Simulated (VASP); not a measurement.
# BiW3 (Pm-3m) in VASP: settings compared, part 2 of 2

VASP 6.6.1. The steps go on from the part before.

## (3) Relaxation of cell and atoms, PBE

This run uses another cell than the first one, of 19.25 Å³/atom.

Contents of INCAR:

```
PREC = Accurate
ENCUT = 600
EDIFF = 1E-6
ISMEAR = 0
SIGMA = 0.1
LREAL = False
LASPH = True
NELM = 60
ALGO = Fast
ISIF = 3
LWAVE = False
LCHARG = False
GGA = PE
IBRION = 2
NSW = 90
EDIFFG = -0.04
```

Contents of KPOINTS:

```
regular mesh
0
Gamma
  4 4 4
```

Contents of POSCAR:

```
BiW3
1.0
    4.2546794803      0.0000000000      0.0000000000
    0.0000000000      4.2546794803      0.0000000000
    0.0000000000      0.0000000000      4.2546794803
Bi W
1 3
Direct
    0.0000000000      0.0000000000      0.0000000000
    0.0000000000      0.5000000000      0.5000000000
    0.5000000000      0.0000000000      0.5000000000
    0.5000000000      0.5000000000      0.0000000000
```

Potentials or basis: VASP PAW PBE potentials, release 64 (Bi_d, W_sv).

Run with:

```sh
cat potpaw_PBE.64/Bi_d/POTCAR potpaw_PBE.64/W_sv/POTCAR > POTCAR
mpirun -np 1 vasp_std > vasp.out
```

OUTCAR:

```text
PREC = Accurate
   ENCUT = 600
   EDIFF = 1E-6
   ISMEAR = 0
   LREAL = False
   LASPH = True
   NELM = 60
   ISIF = 3
   GGA = PE
   IBRION = 2
   NSW = 90
   EDIFFG = -0.04

 ion  position               nearest neighbor table
   1  0.000  0.000  0.000-   2 3.01   3 3.01   4 3.01   2 3.01   3 3.01   2 3.01   4 3.01   2 3.01
                             3 3.01   4 3.01   3 3.01   4 3.01
   2  0.000  0.500  0.500-   1 3.01   3 3.01   4 3.01   1 3.01   4 3.01   1 3.01   3 3.01   1 3.01
                             3 3.01   4 3.01   4 3.01   3 3.01
   3  0.500  0.000  0.500-   1 3.01   2 3.01   4 3.01   1 3.01   4 3.01   2 3.01   4 3.01   4 3.01
                             1 3.01   2 3.01   1 3.01   2 3.01
   4  0.500  0.500  0.000-   1 3.01   2 3.01   3 3.01   2 3.01   3 3.01   1 3.01   3 3.01   3 3.01
                             1 3.01   2 3.01   2 3.01   1 3.01

  LATTYP: Found a simple cubic cell.
 ALAT       =     4.2546794803

  Lattice vectors:

 A1 = (   4.2546794803,   0.0000000000,   0.0000000000)
 A2 = (   0.0000000000,   4.2546794803,   0.0000000000)
 A3 = (   0.0000000000,   0.0000000000,   4.2546794803)

Analysis of symmetry for initial positions (statically):
=====================================================================
[... 153 lines left out ...]

--------------------------------------- Ionic step        1  -------------------------------------------

 number of electron      57.0000008 magnetization

 Free energy of the ion-electron system (eV)
  ---------------------------------------------------
  ext. energy  EPLUGINS =         0.00000000
  ---------------------------------------------------
  free energy    TOTEN  =       -38.09514192 eV

  energy without entropy =      -38.07374917  energy(sigma->0) =      -38.08444554

------------------------ aborting loop because EDIFF is reached ----------------------------------------

  FORCE on cell =-STRESS in cart. coord.  units (eV):
  Direction    XX          YY          ZZ          XY          YZ          ZX
  --------------------------------------------------------------------------------------
  -------------------------------------------------------------------------------------
  Total       -5.4793356     -5.4793356     -5.4793356      0.0000000      0.0000000     -0.0000000
  in kB     -113.9824368   -113.9824368   -113.9824368      0.0000000      0.0000000     -0.0000000
  external PRESSURE =    -113.9824368 kB  Pullay stress =       0.0000000 kB
[... 101 lines left out ...]
--------------------------------------- Ionic step        4  -------------------------------------------

 number of electron      56.9999996 magnetization

 Free energy of the ion-electron system (eV)
  ---------------------------------------------------
  ext. energy  EPLUGINS =         0.00000000
  ---------------------------------------------------
  free energy    TOTEN  =       -38.27332268 eV

  energy without entropy =      -38.25396289  energy(sigma->0) =      -38.26364279

 E-fermi :  11.7350     XC(G=0): -12.9447

 val. band max:       11.6961926984   @ k =   0.5000   0.2500   0.2500
 cond. band min:      11.7849720417   @ k =   0.5000   0.0000   0.0000
 fundamental gap:      0.0887793433
 Fermi energy:        11.7350453383

 k-point     1 :       0.0000    0.0000    0.0000
  band No.  band energies     occupation
      1     -62.7440      2.00000
      2     -62.6752      2.00000
      3     -62.6752      2.00000
      4     -27.2050      2.00000
      5     -27.2050      2.00000
      6     -27.2050      2.00000
[... 390 lines left out ...]
  FREE ENERGIE OF THE ION-ELECTRON SYSTEM (eV)
  ---------------------------------------------------
  free  energy   TOTEN  =       -38.2733226773 eV

  energy  without entropy=      -38.2539628931  energy(sigma->0) =      -38.26364279

 reached required accuracy - stopping structural energy minimisation
```

OSZICAR:

```text
N       E                     dE             d eps       ncg     rms          rms(c)
DAV:   1     0.770385866565E+03    0.77039E+03   -0.35312E+04   680   0.225E+03
DAV:   2     0.158144584649E+02   -0.75457E+03   -0.74562E+03   690   0.649E+02
DAV:   3    -0.370891788529E+02   -0.52904E+02   -0.51534E+02   800   0.166E+02
[... 55 lines left out ...]
RMM:   6    -0.382733233560E+02   -0.89535E-05   -0.10876E-04   889   0.637E-02    0.682E-03
RMM:   7    -0.382733237144E+02   -0.35837E-06   -0.13340E-05   746   0.284E-02    0.634E-03
RMM:   8    -0.382733402932E+02   -0.16579E-04   -0.62502E-05   851   0.431E-02    0.337E-02
RMM:   9    -0.382733220065E+02    0.18287E-04   -0.67637E-05   876   0.465E-02    0.171E-03
RMM:  10    -0.382733226773E+02   -0.67084E-06   -0.26162E-06   516   0.923E-03
   4 F= -.38273323E+02 E0= -.38263643E+02  d E =-.178181E+00
```

CONTCAR:

```text
BiW3
   1.00000000000000
     4.1671397712008282    0.0000000000000000   -0.0000000000000000
     0.0000000000000000    4.1671397712008282    0.0000000000000000
     0.0000000000000000    0.0000000000000000    4.1671397712008282
  Bi              W
     1     3
Direct
     0.0000000000000000    0.0000000000000000    0.0000000000000000
     0.0000000000000000    0.5000000000000000    0.5000000000000000
     0.5000000000000000    0.0000000000000000    0.5000000000000000
     0.5000000000000000    0.5000000000000000    0.0000000000000000

  0.00000000E+00  0.00000000E+00  0.00000000E+00
  0.00000000E+00  0.00000000E+00  0.00000000E+00
  0.00000000E+00  0.00000000E+00  0.00000000E+00
  0.00000000E+00  0.00000000E+00  0.00000000E+00
```

It took 2.6 min on 1 thread of Oxide Virtual Turin-like, shared host; peak memory 0.19 GiB.

Results:

* Free energy: -38.2733 eV
* Relaxed volume: 18.09 Å³/atom
* Relaxed cell: a = 4.167 Å, b = 4.167 Å, c = 4.167 Å, α = 90.00°, β = 90.00°, γ = 90.00°
* Space group after relaxing (to 0.1 Å): Pm-3m (No. 221)
* Energy gained by relaxing: 44.5 meV/atom
* Ionic steps: 4
* Pressure after relaxing: -0.1 GPa
* Band gap on the k mesh: zero (an odd number of electrons rules out a gap without spin polarisation)

Step by step:
| step | energy change (eV) | largest force (eV/Å) | pressure (GPa) | volume (Å³) |
| --- | --- | --- | --- | --- |
| 1 | 0.0000 | 0.0000 | -11.40 | 77.02 |
| 2 | 0.8886 | 0.0000 | 40.33 | 62.74 |
| 3 | -0.1776 | 0.0000 | -0.71 | 72.57 |
| 4 | -0.1782 | 0.0000 | -0.15 | 72.36 |

Final structure:
```yaml
crystal:
  lattice:
    - [4.16714, 0.00000, 0.00000]
    - [0.00000, 4.16714, 0.00000]
    - [0.00000, 0.00000, 4.16714]
  atoms:
    - { symbol: Bi, position: [0.00000, 0.00000, 0.00000] }
    - { symbol: W, position: [0.00000, 0.50000, 0.50000] }
    - { symbol: W, position: [0.50000, 0.00000, 0.50000] }
    - { symbol: W, position: [0.50000, 0.50000, 0.00000] }
```

Caveat: the k points lie up to 0.38 Å⁻¹ apart in the final cell, too coarse for converged energies and pressures of a metal; spin-orbit coupling is left out, which moves the levels of the heavy elements.

## (4) Single point, PBE+D4

This run uses another cell than the first one, of 17.61 Å³/atom.

Contents of INCAR:

```
PREC     = Accurate       # precision mode
ENCUT    = 520            # plane-wave cutoff, eV
EDIFF    = 1E-6           # SCF threshold, eV
ISMEAR   = 0              # smearing method
SIGMA    = 0.1            # smearing width, eV
LREAL    = F              # projectors in reciprocal space
LASPH    = T              # aspherical terms in the spheres
NELM     = 60             # most SCF steps
ALGO     = Fast           # electronic algorithm
ISIF     = 2              # what is computed and relaxed
LWAVE    = F              # write WAVECAR
LCHARG   = F              # write CHGCAR
GGA      = PE             # functional
IVDW     = 13             # dispersion correction
NBANDS   = 36             # bands
```

Contents of KPOINTS:

```
Automatic mesh
0
Gamma
  12 12 12
```

Contents of POSCAR:

```
BiW3
1.0
    4.1300517319      0.0000000000      0.0000000000
    0.0000000000      4.1300517319      0.0000000000
    0.0000000000      0.0000000000      4.1300517319
Bi W
1 3
Direct
    0.0000000000      0.0000000000      0.0000000000
    0.0000000000      0.5000000000      0.5000000000
    0.5000000000      0.0000000000      0.5000000000
    0.5000000000      0.5000000000      0.0000000000
```

Run with:

```sh
cat potpaw_PBE.64/Bi_d/POTCAR potpaw_PBE.64/W_sv/POTCAR > POTCAR
mpirun -np 1 vasp_std > vasp.out
```

Wall time 2.9 min (1 thread of Oxide Virtual Turin-like, shared host); peak memory 0.27 GiB.

Results (log left out):

```
Free energy                : -40.9246 eV
Pressure                   : 0.3 GPa
Band gap on the k mesh     : zero (an odd number of electrons rules out a gap without spin polarisation)
Dispersion energy per atom : -0.703 eV
```

Levels at points of the mesh, in eV from the Fermi level:
```csv
k point,band 26,band 27,band 28,band 29,band 30,band 31
"(0.00, 0.00, 0.00)",-2.52,-2.52,0.12,0.12,0.12,0.68
"(0.50, 0.00, 0.00)",-1.57,-1.57,-1.01,-0.37,-0.06,0.07
"(0.50, 0.50, 0.00)",-1.42,-1.42,-0.73,-0.27,-0.20,-0.20
"(0.50, 0.50, 0.50)",-1.71,-1.71,-0.33,-0.04,-0.04,-0.04
```

Caveat: spin-orbit coupling is left out, which moves the levels of the heavy elements.

## (5) Single point, PBE

This run uses another cell than the first one, of 18.10 Å³/atom.

Contents of INCAR:

```
SYSTEM = BiW3
  PREC = Accurate
  ENCUT = 520
  EDIFF = 1E-6
  ISMEAR = 0
  SIGMA = 0.1
  LREAL = .FALSE.
  LASPH = .TRUE.
  NELM = 60
  ALGO = Fast
  ISIF = 2
  LWAVE = .FALSE.
  LCHARG = .TRUE.
  GGA = PE
  LELF = .TRUE.
  LVHAR = .TRUE.
  NBANDS = 36
```

Contents of KPOINTS:

```
Automatic mesh
0
G
  12 12 12
  0 0 0
```

Contents of POSCAR:

```
BiW3
1.0
    4.1677214092      0.0000000000      0.0000000000
    0.0000000000      4.1677214092      0.0000000000
    0.0000000000      0.0000000000      4.1677214092
Bi W
1 3
Direct
    0.0000000000      0.0000000000      0.0000000000
    0.0000000000      0.5000000000      0.5000000000
    0.5000000000      0.0000000000      0.5000000000
    0.5000000000      0.5000000000      0.0000000000
```

Potentials or basis: VASP PAW PBE potentials, release 64 (Bi_d, W_sv).

Run with:

```sh
cat potpaw_PBE.64/Bi_d/POTCAR potpaw_PBE.64/W_sv/POTCAR > POTCAR
mpirun -np 1 vasp_std > vasp.out
```

OUTCAR:

```text
SYSTEM = BiW3
   PREC = Accurate
   ENCUT = 520
   EDIFF = 1E-6
   ISMEAR = 0
   LREAL = .FALSE.
   LASPH = .TRUE.
   NELM = 60
   ISIF = 2
   GGA = PE

 ion  position               nearest neighbor table
   1  0.000  0.000  0.000-   2 2.95   3 2.95   4 2.95   2 2.95   3 2.95   2 2.95   4 2.95   2 2.95
                             3 2.95   4 2.95   3 2.95   4 2.95
   2  0.000  0.500  0.500-   1 2.95   3 2.95   4 2.95   1 2.95   4 2.95   1 2.95   3 2.95   1 2.95
                             3 2.95   4 2.95   4 2.95   3 2.95
   3  0.500  0.000  0.500-   1 2.95   2 2.95   4 2.95   1 2.95   4 2.95   2 2.95   4 2.95   4 2.95
                             1 2.95   2 2.95   1 2.95   2 2.95
   4  0.500  0.500  0.000-   1 2.95   2 2.95   3 2.95   2 2.95   3 2.95   1 2.95   3 2.95   3 2.95
                             1 2.95   2 2.95   2 2.95   1 2.95

  LATTYP: Found a simple cubic cell.
 ALAT       =     4.1677214092

  Lattice vectors:

 A1 = (   4.1677214092,   0.0000000000,   0.0000000000)
 A2 = (   0.0000000000,   4.1677214092,   0.0000000000)
 A3 = (   0.0000000000,   0.0000000000,   4.1677214092)

Analysis of symmetry for initial positions (statically):
=====================================================================
 Subroutine PRICEL returns:
 Original cell was already a primitive cell.

 Routine SETGRP: Setting up the symmetry group for a
 simple cubic supercell.

 Subroutine GETGRP returns: Found 48 space group operations
 (whereof 48 operations were pure point group operations)
 out of a pool of 48 trial point group operations.

The static configuration has the point symmetry O_h .

Analysis of symmetry for dynamics (positions and initial velocities):
=====================================================================
 Subroutine PRICEL returns:
 Original cell was already a primitive cell.

 Routine SETGRP: Setting up the symmetry group for a
 simple cubic supercell.

 Subroutine GETGRP returns: Found 48 space group operations
 (whereof 48 operations were pure point group operations)
 out of a pool of 48 trial point group operations.

The dynamic configuration has the point symmetry O_h .
[... 126 lines left out ...]
  Thomas-Fermi vector in A             =   2.621729
   LORBIT       =      0    0 simple, 1 ext, 2 COOP (PROOUT), +10 PAW based schemes
   GGA     = PE    functional components
   LHFCALC =     F    Hartree Fock is set to
   AEXX    =    0.0000 exact exchange contribution
   IVDW    =     0    specifies the selected vdW correction
   LEPSILON=     F    determine dielectric tensor
   LRPA    =     F    only Hartree local field effects (RPA)
 non-spin polarized calculation
 RMM-DIIS sequential band-by-band and
 Gauss-broadening in eV      SIGMA  =   0.10
  energy-cutoff  :      520.00
  volume of cell :       72.39
 maximum number of plane-waves:      1980
 NGX is ok and might be reduce to    32
   NGX = 15   NGY = 15   NGZ = 15

 number of electron      56.9999998 magnetization

 Free energy of the ion-electron system (eV)
  ---------------------------------------------------
  ext. energy  EPLUGINS =         0.00000000
  ---------------------------------------------------
  free energy    TOTEN  =       -38.15137371 eV

  energy without entropy =      -38.12558013  energy(sigma->0) =      -38.13847692

 E-fermi :  11.6995     XC(G=0): -12.9429

 val. band max:       11.6846911658   @ k =   0.5000   0.2500   0.2500
 cond. band min:      11.7039909456   @ k =   0.3333   0.2500   0.0833
 fundamental gap:      0.0192997798
 Fermi energy:        11.6994634970

 k-point     1 :       0.0000    0.0000    0.0000
  band No.  band energies     occupation
      1     -62.7641      2.00000
      2     -62.6955      2.00000
      3     -62.6955      2.00000
      4     -27.2221      2.00000
      5     -27.2221      2.00000
      6     -27.2221      2.00000
[... 925 lines left out ...]
     35      14.0590      0.00000
     36      15.8578      0.00000

 [... further k-points ...]

------------------------ aborting loop because EDIFF is reached ----------------------------------------

  FORCE on cell =-STRESS in cart. coord.  units (eV):
  Direction    XX          YY          ZZ          XY          YZ          ZX
  --------------------------------------------------------------------------------------
  -------------------------------------------------------------------------------------
  Total        0.1202777      0.1202777      0.1202777     -0.0000000     -0.0000000      0.0000000
  in kB        2.6619486      2.6619486      2.6619486     -0.0000000     -0.0000000      0.0000000
  external PRESSURE =       2.6619486 kB  Pullay stress =       0.0000000 kB

 VOLUME and BASIS-vectors are now :
 -----------------------------------------------------------------------------
  energy-cutoff  :      520.00
  volume of cell :       72.39
      direct lattice vectors                 reciprocal lattice vectors
     4.167721409  0.000000000  0.000000000     0.239939262  0.000000000  0.000000000
     0.000000000  4.167721409  0.000000000     0.000000000  0.239939262  0.000000000
     0.000000000  0.000000000  4.167721409     0.000000000  0.000000000  0.239939262

 POSITION                                       TOTAL-FORCE (eV/Angst)
 -----------------------------------------------------------------------------------
      0.00000      0.00000      0.00000         0.000000      0.000000      0.000000
      0.00000      2.08386      2.08386         0.000000      0.000000      0.000000
      2.08386      0.00000      2.08386         0.000000      0.000000      0.000000
      2.08386      2.08386      0.00000         0.000000      0.000000      0.000000
 -----------------------------------------------------------------------------------
    total drift:                                0.000000     -0.000000     -0.000000

  FREE ENERGIE OF THE ION-ELECTRON SYSTEM (eV)
  ---------------------------------------------------
  free  energy   TOTEN  =       -38.1513737063 eV

  energy  without entropy=      -38.1255801279  energy(sigma->0) =      -38.13847692
```

OSZICAR:

```text
N       E                     dE             d eps       ncg     rms          rms(c)
DAV:   1     0.733808192842E+03    0.73381E+03   -0.32287E+04  6064   0.195E+03
DAV:   2     0.115628229698E+02   -0.72225E+03   -0.70976E+03  6120   0.591E+02
DAV:   3    -0.375363031030E+02   -0.49099E+02   -0.46810E+02  7104   0.153E+02
DAV:   4    -0.397746280350E+02   -0.22383E+01   -0.21612E+01  7616   0.289E+01
DAV:   5    -0.398426224181E+02   -0.67994E-01   -0.67718E-01  8264   0.525E+00    0.276E+01
RMM:   6    -0.384278436577E+02    0.14148E+01   -0.22356E+00  6591   0.906E+00    0.112E+01
RMM:   7    -0.381543170359E+02    0.27353E+00   -0.17379E+00  6963   0.734E+00    0.116E+00
RMM:   8    -0.381468317702E+02    0.74853E-02   -0.15369E-01  7740   0.211E+00    0.589E-01
RMM:   9    -0.381510255426E+02   -0.41938E-02   -0.58835E-02  9210   0.111E+00    0.166E-01
RMM:  10    -0.381513474576E+02   -0.32191E-03   -0.54516E-03  9272   0.413E-01    0.641E-02
RMM:  11    -0.381513967242E+02   -0.49267E-04   -0.11048E-03  9731   0.172E-01    0.455E-02
RMM:  12    -0.381513737488E+02    0.22975E-04   -0.17346E-04  9049   0.746E-02    0.158E-02
RMM:  13    -0.381513730326E+02    0.71621E-06   -0.42522E-05  8597   0.303E-02    0.322E-03
RMM:  14    -0.381513737063E+02   -0.67373E-06   -0.74789E-06  6782   0.145E-02
   1 F= -.38151374E+02 E0= -.38138477E+02  d E =-.257936E-01
```

Wall time 3.2 min (1 thread of Oxide Virtual Turin-like, shared host); peak memory 0.27 GiB.

What came out:

```yaml
Free_energy: -38.1514 eV
Pressure: 0.3 GPa
Band_gap_on_the_k_mesh: zero (an odd number of electrons rules out a gap without spin polarisation)
```

Caveat: spin-orbit coupling is left out, which moves the levels of the heavy elements.

## (6) Overview

| task | level | cell | k mesh | cutoff (eV) | gap on the mesh (eV) | pressure (GPa) |
| --- | --- | --- | --- | --- | --- | --- |
| single point | PBE | a = 4.165 Å, 4 atoms | 4 × 4 × 4 | 520 | none | 0.2 |
| relaxation of cell and atoms | PBE | relaxed from a = 4.255 Å, 4 atoms | 4 × 4 × 4 | 600 | none | -0.1 |
| single point | PBE+D4 | a = 4.130 Å, 4 atoms | 12 × 12 × 12 | 520 | none | 0.3 |
| single point | PBE | a = 4.168 Å, 4 atoms | 12 × 12 × 12 | 520 | none | 0.3 |

Alike in all rows: potentials or basis VASP PAW PBE potentials, release 64 (Bi_d, W_sv); no spin polarisation; smearing gaussian 0.1 eV.

Caveats: some runs use coarse meshes; spin-orbit coupling is left out, which moves the levels of the heavy elements.

Total energies depend on the potentials used, so only differences within one code and one set of settings carry meaning.

The gap in the log of VASP goes by the Fermi energy; the results here count the filled bands.